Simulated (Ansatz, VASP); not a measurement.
## Two plane-wave programs on CdTe

```
Cd Te
1.0
     0.00000    3.20500    3.06078
     3.20500    0.00000    3.06078
     3.20500    3.20500    0.00000
Cd Te
1 1
Direct
  0.00000 0.00000 0.00000
  0.75000 0.75000 0.75000
```

Change from the starting cell: strain -0.0450 x Voigt [0, 0, 1, 0, 0, 0], atoms carried along.

Alike in both runs: task single point; functional r2SCAN; k mesh 8 × 8 × 8; occupations gaussian, width 0.05 eV; no spin polarisation.

|  | VASP | Ansatz |
| --- | --- | --- |
| version | VASP 6.6.1 | Ansatz 0.2.0 |
| potentials or method | VASP PAW PBE potentials, release 64 (Cd, Te), cutoff 520 eV | scalar-relativistic, plane waves, PAW |
| valence electrons in the cell | 18 | 36 |

|  | VASP | Ansatz | Ansatz less VASP |
| --- | --- | --- | --- |
| gap on the k mesh at the Fermi level (eV) | 1.43 | 1.43 | +0.002 |
| least direct gap on the mesh (eV) | 1.43 | 1.43 | +0.002 |
| pressure (GPa) | 6.1 | 6.0 | -0.16 |
| traceless stress, the component that is largest in VASP (GPa) | 0.30 | 0.30 | -0.001 |

VASP's potentials were made for PBE, not for r2SCAN. The functional is the same, so the differences come from potentials, cutoffs and numerics. VASP's potentials hold 18 valence electrons a cell and Ansatz's 36, so a difference there can come from the potentials and not from the codes.

Neither program's run includes spin-orbit coupling.
